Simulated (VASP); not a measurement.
# Co (P6_3/mmc) in VASP: a series of runs, part 2 of 2

VASP 6.6.1. The steps go on from the part before.

**3. Single point, PBE, collinear spin, ferromagnetic start**

File INCAR:

```
PREC     = Accurate       # precision mode
ENCUT    = 520            # plane-wave cutoff, eV
EDIFF    = 1E-6           # SCF threshold, eV
ISMEAR   = -1             # smearing method
SIGMA    = 0.1            # smearing width, eV
LREAL    = False          # projectors in reciprocal space
LASPH    = True           # aspherical terms in the spheres
NELM     = 150            # most SCF steps
ALGO     = Normal         # electronic algorithm
ISIF     = 2              # what is computed and relaxed
LWAVE    = False          # write WAVECAR
LCHARG   = True           # write CHGCAR
ISPIN    = 2              # spin polarisation
MAGMOM   = 2 2            # initial moments
LORBIT   = 11             # projections on sites
LMAXMIX  = 4              # l up to which the mixer works
GGA      = PE             # functional
LELF     = True           # ELF
LVHAR    = True         
NBANDS   = 20             # bands
```

File KPOINTS:

```
regular mesh
0
Gamma
  12 12 7
```

File POSCAR:

```
Co
1.0
    2.5074000000      0.0000000000      0.0000000000
   -1.2537000000      2.1714720000      0.0000000000
    0.0000000000      0.0000000000      4.0699000000
Co
2
Direct
    0.3333333333      0.6666666667      0.2500000000
    0.6666666667      0.3333333333      0.7500000000
```

Potentials or basis: VASP PAW PBE potentials, release 64 (Co).

The run is started by

```sh
$ cat potpaw_PBE.64/Co/POTCAR > POTCAR
$ mpirun -np 1 vasp_std > vasp.out
```

OUTCAR:

```text
PREC = Accurate
   ENCUT = 520
   EDIFF = 1E-6
   ISMEAR = -1
   LREAL = False
   LASPH = True
   NELM = 150
   ISIF = 2
   ISPIN = 2
   LORBIT = 11
   GGA = PE

 ion  position               nearest neighbor table
   1  0.333  0.667  0.250-   2 2.50   2 2.50   2 2.50   2 2.50   2 2.50   2 2.50
   2  0.667  0.333  0.750-   1 2.50   1 2.50   1 2.50   1 2.50   1 2.50   1 2.50

  LATTYP: Found a hexagonal cell.
 ALAT       =     2.5074000000
 C/A-ratio  =     1.6231554598

  Lattice vectors:

 A1 = (   2.5074000000,   0.0000000000,   0.0000000000)
 A2 = (  -1.2537000000,   2.1714720000,   0.0000000000)
 A3 = (   0.0000000000,   0.0000000000,   4.0699000000)

Analysis of symmetry for initial positions (statically):
=====================================================================
 Subroutine PRICEL returns:
 Original cell was already a primitive cell.

 Routine SETGRP: Setting up the symmetry group for a
 hexagonal supercell.

 Subroutine GETGRP returns: Found 24 space group operations
 (whereof 12 operations were pure point group operations)
[... 743 lines left out ...]

 spin component 2

 k-point     1 :       0.0000    0.0000    0.0000
  band No.  band energies     occupation
      1       1.1701      1.00000
      2       5.8751      1.00000
      3       9.0011      0.99993
      4       9.0552      0.99989
      5       9.0552      0.99989
      6       9.4042      0.99629
[... 541 lines left out ...]
     19      32.9824      0.00000
     20      34.6621      0.00000

 [... further k-points ...]
[... 5 lines left out ...]
  --------------------------------------------------------------------------------------
  -------------------------------------------------------------------------------------
  Total       -0.5397024     -0.5397023     -0.7314419      0.0000000      0.0000000     -0.0000000
  in kB      -39.0214435    -39.0214400    -52.8845485      0.0000000      0.0000000     -0.0000000
  external PRESSURE =     -43.6424773 kB  Pullay stress =       0.0000000 kB

 VOLUME and BASIS-vectors are now :
 -----------------------------------------------------------------------------
  energy-cutoff  :      520.00
  volume of cell :       22.16
      direct lattice vectors                 reciprocal lattice vectors
     2.507400000  0.000000000  0.000000000     0.398819494  0.230258553  0.000000000
    -1.253700000  2.171472000  0.000000000     0.000000000  0.460517105  0.000000000
     0.000000000  0.000000000  4.069900000     0.000000000  0.000000000  0.245706283

 POSITION                                       TOTAL-FORCE (eV/Angst)
 -----------------------------------------------------------------------------------
     -0.00000      1.44765      1.01747         0.000000     -0.000000      0.000000
      1.25370      0.72382      3.05242        -0.000000      0.000000      0.000000
 -----------------------------------------------------------------------------------
    total drift:                                0.000000     -0.000000     -0.000000

  FREE ENERGIE OF THE ION-ELECTRON SYSTEM (eV)
  ---------------------------------------------------
  free  energy   TOTEN  =       -14.0909233626 eV

  energy  without entropy=      -14.0253872941  energy(sigma->0) =      -14.05815533

 total charge

# of ion       s       p       d       tot
------------------------------------------
    1        0.480   0.504   7.249   8.233
    2        0.480   0.504   7.249   8.233
--------------------------------------------------
tot          0.960   1.007  14.498  16.465

 magnetization (x)

# of ion       s       p       d       tot
------------------------------------------
    1       -0.014  -0.052   1.718   1.651
    2       -0.014  -0.052   1.718   1.651
--------------------------------------------------
tot         -0.028  -0.105   3.436   3.303
```

OSZICAR:

```text
N       E                     dE             d eps       ncg     rms          rms(c)
DAV:   1     0.844712209542E+02    0.84471E+02   -0.82796E+03  6416   0.123E+03
DAV:   2    -0.116505018371E+02   -0.96122E+02   -0.86193E+02  6160   0.216E+02
DAV:   3    -0.161184844357E+02   -0.44680E+01   -0.42877E+01  6928   0.564E+01
DAV:   4    -0.161857101824E+02   -0.67226E-01   -0.67174E-01  7504   0.606E+00
DAV:   5    -0.161875488213E+02   -0.18386E-02   -0.18385E-02  7084   0.957E-01    0.146E+01
DAV:   6    -0.145601821787E+02    0.16274E+01   -0.77682E+00  6884   0.567E+01    0.718E+00
DAV:   7    -0.141234456779E+02    0.43674E+00   -0.12434E+00  7008   0.209E+01    0.373E+00
DAV:   8    -0.141056440495E+02    0.17802E-01   -0.16667E-02  7916   0.125E+00    0.173E+00
DAV:   9    -0.140912311860E+02    0.14413E-01   -0.34274E-03  9620   0.100E+00    0.482E-01
DAV:  10    -0.140909623415E+02    0.26884E-03   -0.49116E-04  7916   0.267E-01    0.201E-01
DAV:  11    -0.140909248680E+02    0.37474E-04   -0.15349E-04  8912   0.199E-01    0.267E-02
DAV:  12    -0.140909240250E+02    0.84297E-06   -0.15810E-05  6472   0.347E-02    0.156E-02
DAV:  13    -0.140909233626E+02    0.66245E-06   -0.16885E-06  5960   0.155E-02
   1 F= -.14090923E+02 E0= -.14058155E+02  d E =-.655361E-01  mag=     3.2561
```

It used 150 s of CPU time on 1 thread of AMD EPYC 7R13 Processor (Zen 3), with other jobs on the host.

Results:

```
Free energy                                           : -14.0909 eV
Pressure                                              : -4.4 GPa
Net moment                                            : 3.26 μB per cell
Site moments                                          : Co +1.65 μB
Valence electrons inside the program's atomic spheres : Co 8.23
```

Levels at points of the mesh, in eV from the Fermi level:
Spin up:
| k point | band 8 | band 9 | band 10 | band 11 | band 12 | band 13 | band 14 | band 15 |
| --- | --- | --- | --- | --- | --- | --- | --- | --- |
| (0.00, 0.00, 0.00) | -1.92 | -1.92 | -0.87 | -0.87 | -0.10 | 6.11 | 21.84 | 24.23 |
| (0.50, 0.00, 0.00) | -0.73 | -0.66 | -0.59 | 1.25 | 3.22 | 9.50 | 10.12 | 12.52 |
Spin down:
| k point | band 3 | band 4 | band 5 | band 6 | band 7 | band 8 | band 9 | band 10 | band 11 | band 12 |
| --- | --- | --- | --- | --- | --- | --- | --- | --- | --- | --- |
| (0.00, 0.00, 0.00) | -0.96 | -0.91 | -0.91 | -0.56 | -0.56 | -0.17 | -0.13 | -0.13 | 1.03 | 1.03 |
| (0.50, 0.00, 0.00) | -3.13 | -1.79 | -1.05 | -1.00 | -0.60 | 1.17 | 1.28 | 1.32 | 2.48 | 4.20 |

**4. Single point, PBE, collinear spin, antiferromagnetic start**

File INCAR:

```
SYSTEM = Co
PREC = Accurate
ENCUT = 520
EDIFF = 1E-7
ISMEAR = -1
SIGMA = 0.1
LREAL = .False.
LASPH = .True.
NELM = 150
ALGO = Normal
ISIF = 2
LWAVE = .False.
LCHARG = .True.
ISPIN = 2
MAGMOM = 2 -2
LORBIT = 11
LMAXMIX = 4
GGA = PE
LELF = .True.
LVHAR = .True.
NBANDS = 20
```

File KPOINTS:

```
regular mesh
0
Gamma
  12 12 7
  0 0 0
```

POSCAR is that of step 3.

The run is started by

```sh
$ cat potpaw_PBE.64/Co/POTCAR > POTCAR
$ mpirun -np 1 vasp_std > vasp.out
```

It used 230 s of CPU time on 1 thread of AMD EPYC 7R13 Processor (Zen 3) (shared host).

The run converged. Its results:

```
Free energy                                           : -13.6723 eV
Pressure                                              : -10.2 GPa
Band gap on the k mesh                                : zero (filled and empty bands overlap)
Net moment                                            : 0.00 μB per cell
Site moments                                          : Co +0.94, -0.94 μB
Valence electrons inside the program's atomic spheres : Co 8.23
```

Stress tensor (GPa, compression positive):
```
-10.54   0.00   0.00
  0.00 -10.54   0.00
  0.00   0.00  -9.67
```

Levels at points of the mesh, in eV from the Fermi level:
Spin up:
| k point | band 6 | band 7 | band 8 | band 9 | band 10 | band 11 | band 12 | band 13 |
| --- | --- | --- | --- | --- | --- | --- | --- | --- |
| (0.00, 0.00, 0.00) | -1.28 | -1.28 | -1.06 | -1.06 | -0.12 | 0.24 | 0.24 | 6.61 |
| (0.50, 0.00, 0.00) | -1.70 | -1.34 | -0.24 | 0.37 | 0.84 | 1.78 | 3.73 | 9.69 |
Spin down:
```csv
k point,band 6,band 7,band 8,band 9,band 10,band 11,band 12,band 13
"(0.00, 0.00, 0.00)",-1.28,-1.28,-1.06,-1.06,-0.12,0.24,0.24,6.61
"(0.50, 0.00, 0.00)",-1.70,-1.34,-0.24,0.37,0.84,1.78,3.73,9.69
```

**5. Overview**

| spin | gap on the mesh (eV) | pressure (GPa) | moment (μB) |
| --- | --- | --- | --- |
| off | none | -14.6 | - |
| collinear, ferromagnetic start | none | -4.4 | 3.26 |
| collinear, antiferromagnetic start | none | -10.2 | 0.00 |

Alike in all rows: task single point; level PBE; potentials or basis VASP PAW PBE potentials, release 64 (Co); cell as given; k mesh 12 × 12 × 7; cutoff (eV) 520; smearing fermi-dirac 0.1 eV.

Every run on the cell as given and a fine mesh finds a metal.

Absolute energies hang on the potentials; compare differences alone.
